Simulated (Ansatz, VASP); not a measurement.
Hg2O: VASP beside Ansatz

```
CELL_PARAMETERS angstrom
3.59688 -3.50351 0.00000
3.59688 3.50351 0.00000
0.00000 0.00000 6.72378
ATOMIC_POSITIONS crystal
Hg 0.00000 0.00000 0.50000
Hg 0.00000 0.00000 0.00000
Hg 0.43897 0.56103 0.25000
Hg 0.56103 0.43897 0.75000
O 0.15737 0.84263 0.75000
O 0.84263 0.15737 0.25000
```

Change from the starting cell: species swapped into the Ag2S type (Cmc2_1, No. 36).

Alike in both runs: functional PBE; k mesh 6 × 6 × 4; occupations gaussian, width 0.02 eV; no spin polarisation.

Ansatz relaxed the structure, and its values are those at the end. VASP's run is a single point on that final structure, the one shown.

|  | VASP | Ansatz |
| --- | --- | --- |
| version | VASP 6.6.1 | Ansatz 0.2.0 |
| potentials or method | VASP PAW PBE potentials, release 64 (Hg, O), cutoff 520 eV | scalar-relativistic, plane waves, PAW |
| valence electrons in the cell | 60 | 92 |

|  | VASP | Ansatz | Ansatz less VASP |
| --- | --- | --- | --- |
| gap on the k mesh at the Fermi level (eV) | 0.87 | 0.89 | +0.012 |
| least direct gap on the mesh (eV) | 0.87 | 0.89 | +0.012 |
| pressure (GPa) | 0.7 | 0.0 | -0.73 |
| rms of the force components (eV/Å) | 0.108 | 0.000 | -0.1074 |

VASP's potentials hold 60 valence electrons a cell and Ansatz's 92, so a difference there can come from the potentials and not from the codes.

Spin-orbit coupling is off throughout.
